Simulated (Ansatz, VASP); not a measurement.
**One calculation of CuI, two programs**

INCAR

```
SYSTEM = CuI
PREC = Accurate
ENCUT = 520
EDIFF = 1E-6
ISMEAR = -1
SIGMA = 0.02
LREAL = .False.
LASPH = .True.
NELM = 100
ALGO = Normal
ISIF = 2
LWAVE = .False.
LCHARG = .False.
GGA = PE
NBANDS = 26
```

File KPOINTS:

```
Automatic mesh
0
Gamma
  5 5 6
  0 0 0
```

POSCAR

```
CuI
1.0
    3.7206819864     -3.6986746172      0.0000000000
    3.7206819864      3.6986746172      0.0000000000
    0.0000000000      0.0000000000      4.2925928879
Cu I
2 2
Direct
    0.4204388300      0.5795611700      0.7500000000
    0.5795611700      0.4204388300      0.2500000000
    0.7700426800      0.2299573200      0.7500000000
    0.2299573200      0.7700426800      0.2500000000
```

Input for Ansatz:

```yaml
crystal:
  lattice:
    - [3.7206819864, -3.6986746172, 0.0]
    - [3.7206819864, 3.6986746172, 0.0]
    - [0.0, 0.0, 4.2925928879]
  atoms:
    - { symbol: Cu, position: [0.42043883, 0.57956117, 0.75] }
    - { symbol: Cu, position: [0.57956117, 0.42043883, 0.25] }
    - { symbol: I, position: [0.77004268, 0.22995732, 0.75] }
    - { symbol: I, position: [0.22995732, 0.77004268, 0.25] }
kpoints:
  mp_grid: { grid: [5, 5, 6] }
  band_path:
    path:
      - [0.0, 0.0, 0.0]
      - [0.5, 0.5, 0.0]
      - [0.4970513089, 0.5029486911, 0.0]
      - [-0.4970513089, 0.4970513089, 0.0]
      - [0.0, 0.0, 0.0]
      - [0.0, 0.0, 0.5]
      - [-0.4970513089, 0.4970513089, 0.5]
      - [0.4970513089, 0.5029486911, 0.5]
      - [0.5, 0.5, 0.5]
    npoints: 5
scf:
  occupations: { method: fermi_dirac, width: 0.02 }
hamiltonian:
  xc: pbe
  pseudopotentials: { kind: all_electron, lapw: { basis_error: 0.0005 } }
output:
  forces: true
  stress: true
  eigenvalues: true
```

Change from the starting cell: volume scaled by 0.99.

Alike in both runs: task single point; functional PBE; k mesh 5 × 5 × 6; occupations fermi-dirac, width 0.02 eV; no spin polarisation.

|  | VASP | Ansatz |
| --- | --- | --- |
| version | VASP 6.6.1 | Ansatz 0.2.0 |
| potentials or method | VASP PAW PBE potentials, release 64 (Cu, I), cutoff 520 eV | all-electron LAPW, scalar-relativistic |

```tsv
	VASP	Ansatz	Ansatz less VASP
gap on the k mesh at the Fermi level (eV)	1.05	1.03	-0.017
pressure (GPa)	1.9	1.8	-0.11
traceless stress, the component that is largest in VASP (GPa)	-0.86	-0.81	+0.052
rms of the force components (eV/Å)	0.111	0.106	-0.0045
```

Atom by atom the forces differ by 0.005 eV/Å (rms over components). Ansatz ran all-electron here, and VASP with PAW potentials.

Neither program's run includes spin-orbit coupling.
